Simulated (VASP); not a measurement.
Write the native input for VASP 6.6.1 that does the following.

```
Task                   : single point
Functional             : PBEsol
Potentials or basis    : VASP PAW PBE potentials, release 64 (Cd)
Cutoff                 : 520 eV
k mesh                 : 18 × 18 × 18
Occupations            : gaussian, width 0.15 eV
Spin                   : no spin polarisation
Dipole correction      : no
Further INCAR settings : ALGO = Fast; EDIFF = 1e-07; NBANDS = 12
```

The structure of Cd lies in POSCAR:

```
Cd
1.0
    0.0000000000      2.2846942425      2.1516052575
    2.2846942425      0.0000000000      2.1516052575
    2.2846942425      2.2846942425      0.0000000000
Cd
1
Direct
    0.0000000000      0.0000000000      0.0000000000
```

This cell differs from its parent crystal: strain +0.030 along x and y, -0.030 along z.

One way to write it, as run:

INCAR

```
SYSTEM = Cd
ALGO = Fast
EDIFF = 1E-7
ENCUT = 520
GGA = PS
ISIF = 2
ISMEAR = 0
LASPH = .TRUE.
LCHARG = .TRUE.
LELF = .TRUE.
LREAL = .FALSE.
LVHAR = .TRUE.
LWAVE = .FALSE.
NBANDS = 12
NELM = 100
PREC = Accurate
SIGMA = 0.15
```

KPOINTS

```
k-points
0
G
  18 18 18
  0 0 0
```

Potentials or basis: VASP PAW PBE potentials, release 64 (Cd).

Launch:

```bash
$ cat potpaw_PBE.64/Cd/POTCAR > POTCAR
$ mpirun -np 1 vasp_std > vasp.out
```

Results of the run:

* Pressure: -3.0 GPa
* Band gap on the k mesh: zero (bands 6 and 7 overlap by 3.34 eV)

Caveat: the cell differs from its parent crystal (strain +0.030 along x and y, -0.030 along z); the PAW data sets were made with another functional, which shifts forces and pressure a little.

Run time: 72 s on 1 thread of Oxide Virtual Turin-like Processor (shared host), peak memory 0.2 GiB.
